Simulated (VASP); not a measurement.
Crystal: SrO.

```
CELL_PARAMETERS angstrom
0.00000 2.58378 2.58378
2.58378 0.00000 2.58378
2.58378 2.58378 0.00000
ATOMIC_POSITIONS crystal
Sr 0.50000 0.50000 0.50000
O 0.00000 0.00000 0.00000
```

| Property | Result |
| --- | --- |
| Program | VASP 6.6.1 |
| Task | relaxation of cell and atoms |
| Functional | PBE |
| Potentials or basis | VASP PAW PBE potentials, release 64 (Sr_sv, O) |
| Cutoff | 600 eV |
| k mesh | 8 × 8 × 8 |
| Occupations | gaussian, width 0.02 eV |
| Spin | no spin polarisation |

At the start: pressure 1.8 GPa; volume 17.25 Å³/atom.

Problem. Where does the relaxation end?

Solution. Over 3 steps the energy falls by 2.1 meV/atom and the volume is 17.61 Å³/atom (+2.1 %); space group Fm-3m (No. 225, to 0.1 Å) before and after.

Step by step:
```csv
step,energy change (eV),largest force (eV/Å),pressure (GPa),volume (Å³)
1,0.0000,0.0000,1.85,34.50
2,-0.0036,0.0000,-0.63,35.50
3,-0.0041,0.0000,0.00,35.23
```

Final structure:
```
CELL_PARAMETERS angstrom
0.00000 2.60186 2.60186
2.60186 0.00000 2.60186
2.60186 2.60186 0.00000
ATOMIC_POSITIONS crystal
Sr 0.50000 0.50000 0.50000
O 0.00000 0.00000 0.00000
```
